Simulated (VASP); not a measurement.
Input of a VASP 6.6.1 run:

File INCAR:

```
SYSTEM = Ta
PREC = Accurate ; ENCUT = 520
EDIFF = 1E-6 ; ISMEAR = 0
SIGMA = 0.1 ; LREAL = .FALSE.
LASPH = .TRUE. ; NELM = 100
ALGO = Fast ; ISIF = 2
LWAVE = .FALSE. ; LCHARG = .FALSE.
GGA = PE ; ISYM = 0
NBANDS = 12
```

KPOINTS

```
regular mesh
0
G
  12 12 16
  0 0 0
```

POSCAR

```
Ta
1.0
    2.9076478643      0.0000000000      0.0000000000
    0.0000000000      2.9076478643      0.0000000000
    1.4538239322      1.4538239322      2.1800807242
Ta
1
Direct
    0.0000000000      0.0000000000      0.0000000000
```

Potentials or basis: VASP PAW PBE potentials, release 64 (Ta_pv).

Launch:

```sh
$ cat potpaw_PBE.64/Ta_pv/POTCAR > POTCAR
$ mpirun -np 1 vasp_std > vasp.out
```

Question: What does it give for the pressure?

Answer: 3.8 GPa.

Stress tensor (GPa, compression positive):
```
 1.65 -0.13 -0.03
-0.13  1.65 -0.03
-0.03 -0.03  8.24
```
